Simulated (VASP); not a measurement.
A run of VASP 6.6.1:

Contents of INCAR:

```
PREC = Accurate ; ENCUT = 520
EDIFF = 1E-6 ; ISMEAR = -1
SIGMA = 0.05 ; LREAL = False
LASPH = True ; NELM = 100
ALGO = Normal ; ISIF = 2
LWAVE = False ; LCHARG = False
NBANDS = 32
```

The input KPOINTS:

```
regular mesh
0
Gamma
  9 9 9
```

File POSCAR:

```
TiZn3
1.0
    3.9322000000      0.0196610000      0.0196610000
    0.0196610000      3.9322000000      0.0196610000
    0.0196610000      0.0196610000      3.9322000000
Ti Zn
1 3
Direct
    0.0000000000      0.0000000000      0.0000000000
    0.0000000000      0.5000000000      0.5000000000
    0.5000000000      0.0000000000      0.5000000000
    0.5000000000      0.5000000000      0.0000000000
```

Potentials or basis: VASP PAW LDA potentials, release 64 (Ti_sv, Zn).

Command:

```bash
$ cat potpaw_LDA.64/Ti_sv/POTCAR potpaw_LDA.64/Zn/POTCAR > POTCAR
$ mpirun -np 1 vasp_std > vasp.out
```

Hardware: 1 thread of Oxide Virtual Turin-like Processor (shared host).

Question: How long does it take, and how much memory?

Answer: It took 3.9 min on 1 thread of Oxide Virtual Turin-like Processor, on a shared host, peak memory 0.22 GiB. Counts: scf iterations 15, k points 85.
